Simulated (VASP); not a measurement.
Runs of VASP 6.6.1 on GaB. The structure is that of space group P4/mmm (No. 123), or close to it. The cells are those of the table. 

| task | level | cell | k mesh | cutoff (eV) | grid for exact exchange (PRECFOCK) | share of exact exchange | screening parameter | gap on the mesh (eV) | pressure (GPa) | relaxed volume (Å³/atom) |
| --- | --- | --- | --- | --- | --- | --- | --- | --- | --- | --- |
| relaxation of cell and atoms | PBE | relaxed to 2 GPa from a = 2.718, b = 2.718, c = 3.236 Å, 2 atoms | 10 × 10 × 8 | 600 | - | - | - | none | 2.0 | - |
| single point | r2SCAN0 | a = 2.718, b = 2.718, c = 3.236 Å, 2 atoms | 6 × 6 × 5 | 520 | Normal | 0.25 | - | none | (a) | - |
| relaxation of cell and atoms | HSE06 | relaxed from a = 2.718, b = 2.718, c = 3.236 Å, 2 atoms | 5 × 5 × 4 | 600 | Normal | 0.25 | 0.2079 1/Å | none | 0.1 | 11.54 |
| single point | r2SCAN | a = 2.718, b = 2.718, c = 3.236 Å, 2 atoms | 7 × 7 × 6 | 520 | - | - | - | none | -1.8 | - |
| single point | PBE | a = 2.718, b = 2.718, c = 3.366 Å, 2 atoms | 8 × 8 × 7 | 520 | - | - | - | none | -3.4 | - |
| relaxation of cell and atoms | PBE | relaxed to 5 GPa from a = 2.718, b = 2.718, c = 3.236 Å, 2 atoms | 10 × 10 × 8 | 600 | - | - | - | none | 4.9 | - |
| single point | HSE06 | a = 2.718, b = 2.718, c = 3.236 Å, 2 atoms | 6 × 6 × 5 | 520 | Normal | 0.25 | 0.2079 1/Å | none | -1.6 | - |
| relaxation of cell and atoms | PBE | relaxed to 20 GPa from a = 2.718, b = 2.718, c = 3.236 Å, 2 atoms | 10 × 10 × 8 | 600 | - | - | - | none | 20.0 | - |
| relaxation of cell and atoms | PBE | relaxed to 30 GPa from a = 2.718, b = 2.718, c = 3.236 Å, 2 atoms | 10 × 10 × 8 | 600 | - | - | - | none | 30.0 | - |
| single point | PBE | a = 2.725, b = 2.725, c = 3.219 Å, 2 atoms | 10 × 10 × 8 | 520 | - | - | - | none | 0.1 | - |
| single point | PBE | a = 2.718, b = 2.718, c = 3.171 Å, 2 atoms | 8 × 8 × 7 | 520 | - | - | - | none | 3.4 | - |
| relaxation of cell and atoms | PBE | relaxed from a = 2.718, b = 2.718, c = 3.236 Å, 2 atoms | 10 × 10 × 8 | 600 | - | - | - | none | -0.1 | (b) |

Alike in all rows: potentials or basis VASP PAW PBE potentials, release 64 (Ga_d, B); no spin polarisation; smearing fermi-dirac 0.05 eV.

**Question.** Fill in the values left out.

**Answer.** (a) -4.1; (b) 11.99.

Caveats: some runs use coarse meshes; the cell is relaxed towards a set pressure, so the run minimises the enthalpy, not the energy (at least some runs); the PAW data sets were made with another functional, which shifts forces and pressure a little (at least some runs); the cell stands under tension (at least some runs); the volume moved by over 15 % at a fixed basis, so the end points are rough (at least some runs); the cell stands under pressure (at least some runs).

A k mesh can miss the band edges, and the runs leave out spin-orbit coupling on Ga.

A gap of «none» marks levels without a gap at the run's occupations.
